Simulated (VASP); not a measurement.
LaBi2ClO4:

```
CELL_PARAMETERS angstrom
3.98890 0.00000 0.00000
0.00000 3.98890 0.00000
0.00000 0.00000 9.33319
ATOMIC_POSITIONS crystal
Bi 0.50000 0.50000 0.72162
Bi 0.50000 0.50000 0.27838
La 0.00000 0.00000 0.00000
Cl 0.00000 0.00000 0.50000
O 0.50000 0.00000 0.83834
O 0.50000 0.00000 0.16166
O 0.00000 0.50000 0.83834
O 0.00000 0.50000 0.16166
```

```yaml
Program: VASP 6.6.1
Task: relaxation of cell and atoms
Functional: PBEsol
Potentials_or_basis: VASP PAW PBE potentials, release 64 (Bi_d, La, Cl, O)
Cutoff: 600 eV
k_mesh: 7 × 7 × 3
Occupations: fermi-dirac, width 0.05 eV
Spin: no spin polarisation
Hubbard_terms: La f U = 6.0 eV
```

At the start: pressure -2.8 GPa; volume 18.56 Å³/atom.

Question: How do energy, volume and symmetry change on relaxing?

Answer: Over 10 steps the energy falls by 11.1 meV/atom and the volume is 17.57 Å³/atom (-5.3 %); space group P4/mmm (No. 123, to 0.1 Å) before and after.

Step by step:
```csv
step,energy change (eV),largest force (eV/Å),pressure (GPa),volume (Å³)
1,0.0000,0.2792,-2.84,148.50
2,-0.0036,0.8724,2.95,141.53
3,-0.0388,0.3088,-0.02,144.86
4,-0.0495,0.2458,-0.01,144.31
5,-0.0712,0.1086,0.07,142.66
6,-0.0634,0.3641,0.34,139.40
7,-0.0766,0.0955,0.15,141.42
8,-0.0860,0.0035,-0.05,141.21
9,-0.0875,0.0595,-0.17,141.08
10,-0.0886,0.0073,0.06,140.56
```

Final structure:
```
Bi La Cl O
1.0
     3.94646    0.00000    0.00000
     0.00000    3.94646    0.00000
     0.00000    0.00000    9.02523
Bi La Cl O
2 1 1 4
Direct
  0.50000 0.50000 0.71178
  0.50000 0.50000 0.28823
  0.00000 0.00000 0.00000
  0.00000 0.00000 0.50000
  0.50000 0.00000 0.83091
  0.50000 0.00000 0.16909
  0.00000 0.50000 0.83091
  0.00000 0.50000 0.16909
```

Caveat: the PAW data sets were made with another functional, which shifts forces and pressure a little.
